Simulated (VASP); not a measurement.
A run of VASP 6.6.1 is set up as follows.

INCAR

```
PREC = Accurate
ENCUT = 500
EDIFF = 1E-6
ISMEAR = -1
SIGMA = 0.05
LREAL = False
LASPH = True
NELM = 120
ALGO = Normal
ISIF = 2
LWAVE = False
LCHARG = False
NBANDS = 38
GGA_COMPAT = False
```

Contents of KPOINTS:

```
Automatic mesh
0
Gamma
  11 11 3
```

POSCAR

```
Re
1.0
    2.7663873939      0.0000000000      0.0000000000
   -1.3831936969      2.3957617598      0.0000000000
    0.0000000000      0.0000000000      8.9388451600
Re
4
Direct
    0.6666666667      0.3333333333      0.7500000000
    0.0000000000      0.0000000000      0.5000000000
    0.3333333333      0.6666666667      0.2500000000
    0.0000000000      0.0000000000      0.0000000000
```

Potentials or basis: VASP PAW LDA potentials, release 64 (Re_sv_GW).

The run is started by

```bash
$ cat potpaw_LDA.64/Re_sv_GW/POTCAR > POTCAR
$ mpirun -np 1 vasp_std > vasp.out
```

Q: What does it give for the pressure?

A: -13.6 GPa.

Q: Estimate the band gap on the k mesh.

A: Zero (band 30 reaches 13.90 eV, above the bottom of band 31 at 11.44 eV).

Stress tensor (GPa, compression positive):
```
-13.48   0.00   0.00
  0.00 -13.48   0.00
  0.00   0.00 -13.77
```

Caveat: spin-orbit coupling is left out, which moves the levels of the heavy elements.
